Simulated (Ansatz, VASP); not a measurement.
MgS in VASP and in Ansatz

File POSCAR:

```
MgS
1.0
    0.0000000000      2.7459505360      2.7459505360
    2.7459505360      0.0000000000      2.7459505360
    2.7459505360      2.7459505360      0.0000000000
Mg S
1 1
Direct
    0.0000000000      0.0000000000      0.0000000000
    0.2500000000      0.2500000000      0.2500000000
```

Contents of INCAR.step1:

```
ALGO = Normal ; EDIFF = 1E-5
ENCUT = 520 ; GGA = PE
ISIF = 2 ; ISMEAR = 0
LASPH = True ; LCHARG = False
LREAL = False ; LWAVE = True
NBANDS = 11 ; NELM = 100
PREC = Accurate ; SIGMA = 0.01
```

File INCAR.step2:

```
ALGO = Normal ; EDIFF = 1E-6
ENCUT = 520 ; GGA = PE
HFSCREEN = 0.2079 ; ISIF = 2
ISMEAR = 0 ; ISTART = 1
LASPH = True ; LCHARG = False
LHFCALC = True ; LREAL = False
LWAVE = False ; NBANDS = 11
NELM = 100 ; PREC = Accurate
PRECFOCK = Normal ; SIGMA = 0.01
```

Contents of KPOINTS:

```
k-points
0
Gamma
  6 6 6
```

Input for Ansatz:

```yaml
crystal:
  lattice:
    - [0.0, 2.745950536, 2.745950536]
    - [2.745950536, 0.0, 2.745950536]
    - [2.745950536, 2.745950536, 0.0]
  atoms:
    - { symbol: Mg, position: [0.0, 0.0, 0.0] }
    - { symbol: S, position: [0.25, 0.25, 0.25] }
kpoints:
  mp_grid: { grid: [6, 6, 6] }
  band_path:
    path:
      - [0.0, 0.0, 0.0]
      - [-0.5, -0.5, 0.0]
      - [-0.375, -0.375, 0.25]
      - [-0.375, 0.0, 0.375]
      - [0.0, 0.0, 0.5]
      - [-0.5, -0.25, 0.25]
      - [0.0, 0.5, 0.5]
    npoints: 1
hamiltonian:
  xc: hse06
scf:
  occupations: { method: fixed }
  n_extra_bands: 4
output:
  forces: true
  stress: true
  eigenvalues: true
```

Change from the starting cell: hydrostatic strain -3.0%.

Alike in both runs: task single point; functional HSE06; k mesh 6 × 6 × 6; no spin polarisation.

|  | VASP | Ansatz |
| --- | --- | --- |
| version | VASP 6.6.1 | Ansatz 0.2.0 |
| potentials or method | VASP PAW PBE potentials, release 64 (Mg, S) | plane waves, PAW |
| plane-wave cutoff (eV) | 520 | 420 |
| occupations | gaussian, width 0.01 eV | fixed |
| valence electrons in the cell | 8 | 16 |

|  | VASP | Ansatz | Ansatz less VASP |
| --- | --- | --- | --- |
| gap on the k mesh at the Fermi level (eV) | 4.78 | 4.78 | +0.008 |
| pressure (GPa) | 6.4 | 6.6 | +0.16 |

VASP's potentials hold 8 valence electrons a cell and Ansatz's 16, so a difference there can come from the potentials and not from the codes. Ansatz's warnings: stress exchange threshold loose, stress scf threshold loose.
